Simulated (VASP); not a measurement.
Si7Ge, 8 atoms in the cell. Symmetry: P-42m, No. 111, tetragonal system. The conventional cell has a = 5.891 Å, b = 5.891 Å, c = 5.437 Å, α = 90.00°, β = 90.00°, γ = 90.00°. Within 3.3 Å of Si (site symmetry m) lie 3 Si at 2.48 Å and 1 Ge at 2.51 Å. Within 3.3 Å of Si (site symmetry 222) lie 4 Si at 2.48 Å. Within 3.3 Å of Si (site symmetry -42m) lie 4 Si at 2.48 Å. Ge (site symmetry -42m) has 4 Si at 2.51 Å within 3.3 Å.  This cell differs from its parent crystal: volume 23.588 Å^3 an atom, c/a of the conventional cell 0.9228.

```yaml
Program: VASP 6.6.1
Task: single point
Functional: PBEsol
Potentials_or_basis: VASP PAW PBE potentials, release 64 (Si, Ge_d)
Cutoff: 520 eV
k_mesh: 8 × 8 × 8
Occupations: gaussian, width 0.03 eV
Spin: no spin polarisation
Dipole_correction: no
Further_INCAR_settings: ALGO = Normal; EDIFF = 1e-06; NBANDS = 31
```

Potentials or basis: VASP PAW PBE potentials, release 64 (Si, Ge_d).

Run with:

```sh
$ cat potpaw_PBE.64/Si/POTCAR potpaw_PBE.64/Ge_d/POTCAR > POTCAR
$ mpirun -np 1 vasp_std > vasp.out
```

Hardware: 1 thread of AMD EPYC 7R13, with other jobs on the host.

Problem. Estimate the wall time of this run.

Solution. It took 10 min on 1 thread of AMD EPYC 7R13, with other jobs on the host, peak memory 0.49 GiB. Counts: scf iterations 12, k points 75.
